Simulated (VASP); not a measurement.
A run of VASP 6.6.1 is set up as follows.

File INCAR:

```
SYSTEM = TiSi16
ALGO = Normal ; EDIFF = 1E-6
ENCUT = 400 ; GGA = PE
GGA_COMPAT = .FALSE. ; ISIF = 2
ISMEAR = -1 ; LASPH = .TRUE.
LCHARG = .TRUE. ; LELF = .TRUE.
LREAL = .FALSE. ; LVHAR = .TRUE.
LWAVE = .FALSE. ; NBANDS = 52
NELM = 120 ; PREC = Accurate
SIGMA = 0.05
```

File KPOINTS:

```
k-points
0
G
  2 2 2
  0 0 0
```

Contents of POSCAR:

```
TiSi16
1.0
    0.0000000000      5.4300000000      5.4300000000
    5.4300000000      0.0000000000      5.4300000000
    5.4300000000      5.4300000000      0.0000000000
Si Ti
16 1
Direct
    0.0072863504      0.0073483681     -0.0016436922
    0.1271070200      0.1271705428      0.1317665446
    0.0026885999      0.0027556091      0.5022800465
    0.1261746555      0.1262450911      0.6257385178
    0.0082728126      0.5001179843     -0.0003670231
    0.1414428463      0.6244094067      0.1239053733
    0.0072881181      0.4988508154      0.5068390525
    0.1271101267      0.6322404422      0.6266817818
    0.5000541508      0.0083350790     -0.0003633916
    0.6243450130      0.1415045815      0.1239154899
    0.4987797993      0.0073569489      0.5068458550
    0.6321738132      0.1271771524      0.6266852929
    0.5048184139      0.5048811201      0.0043364267
    0.6256774804      0.6257359885      0.1252443983
    0.5000620654      0.5001295148      0.5078229431
    0.6243443484      0.6244188723      0.6409797343
    0.7542871861      0.7543483826      0.2538532503
```

Potentials or basis: VASP PAW PBE potentials, release 64 (Si, Ti_sv).

Run with:

```sh
$ cat potpaw_PBE.64/Si/POTCAR potpaw_PBE.64/Ti_sv/POTCAR > POTCAR
$ mpirun -np 1 vasp_std > vasp.out
```

What does it give for the pressure?

4.0 GPa.

Estimate the largest force.

0.032 eV/Å.

Forces on the atoms (eV/Å):
```
Si   0.006  0.006 -0.018
Si  -0.006 -0.006  0.015
Si   0.000  0.000  0.000
Si   0.019  0.019  0.018
Si  -0.003  0.003  0.003
Si   0.011  0.001  0.001
Si   0.007 -0.018  0.007
Si  -0.006  0.015 -0.006
Si   0.003 -0.003  0.004
Si   0.001  0.011  0.001
Si  -0.018  0.007  0.007
Si   0.015 -0.006 -0.006
Si  -0.014 -0.013 -0.015
Si  -0.013 -0.013 -0.013
Si   0.003  0.003 -0.004
Si   0.001  0.001  0.011
Ti  -0.007 -0.007 -0.006
```

Caveat: the k points lie up to 0.50 Å⁻¹ apart.
